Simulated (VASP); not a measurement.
Set up this calculation in VASP 6.6.1, as the native input.

| Quantity | Value |
| --- | --- |
| Task | single point |
| Functional | LDA |
| Potentials or basis | VASP PAW LDA potentials, release 64 (Tl_d) |
| Cutoff | 520 eV |
| k mesh | 3 × 2 × 3 |
| Occupations | fermi-dirac, width 0.15 eV |
| Spin | no spin polarisation |
| Dipole correction | no |
| Further INCAR settings | ALGO = Normal; EDIFF = 1e-06; NBANDS = 96 |

The structure of Tl (a cell with a defect) lies in POSCAR:

```
Tl
1.0
    6.9200000000      0.0000000000      0.0000000000
   -5.1900000000      8.9893440000      0.0000000000
    0.0000000000      0.0000000000      5.5325400000
Tl
13
Direct
    0.1036202536      0.0449221879     -0.0008639793
    0.1871147447      0.2404333397      0.5156973108
   -0.0291314642      0.2954422481      0.0379697210
    0.1776879976      0.5803238813      0.3774264623
    0.0224510678      0.6824029651     -0.0572756817
    0.1727089174      0.9060338552      0.5172730789
    0.5081211278     -0.0044939875      0.1007846306
    0.6915511431      0.2255876513      0.5484976159
    0.5488609363      0.3503471444      0.0232388740
    0.7021845832      0.5308815638      0.5009426050
    0.3802931765      0.5696747171     -0.1643221739
    0.6792009801      0.9169604590      0.6522074852
    0.6952660713      0.7726917559      0.2004218677
```

The input as run:

INCAR

```
ALGO     = Normal         # electronic algorithm
EDIFF    = 1E-6           # SCF threshold, eV
ENCUT    = 520            # plane-wave cutoff, eV
ISIF     = 2              # what is computed and relaxed
ISMEAR   = -1             # smearing method
LASPH    = True           # aspherical terms in the spheres
LCHARG   = True           # write CHGCAR
LELF     = True           # ELF
LREAL    = False          # projectors in reciprocal space
LVHAR    = True         
LWAVE    = False          # write WAVECAR
NBANDS   = 96             # bands
NELM     = 60             # most SCF steps
PREC     = Accurate       # precision mode
SIGMA    = 0.15           # smearing width, eV
```

KPOINTS

```
k-points
0
Gamma
  3 2 3
```

Potentials or basis: VASP PAW LDA potentials, release 64 (Tl_d).

Run with:

```console
$ cat potpaw_LDA.64/Tl_d/POTCAR > POTCAR
$ mpirun -np 1 vasp_std > vasp.out
```

Results of the run:

```json
{"Pressure": "3.1 GPa", "Largest force": "0.018 eV/Å", "Band gap on the k mesh": "zero (an odd number of electrons rules out a gap without spin polarisation)"}
```

Caveat: the k points lie up to 0.38 Å⁻¹ apart, too coarse for converged energies and pressures of a metal; spin-orbit coupling is left out, which moves the levels of the heavy elements.

It took 9.6 min on 1 thread of Intel Xeon 8259CL (shared host), peak memory 0.45 GiB.
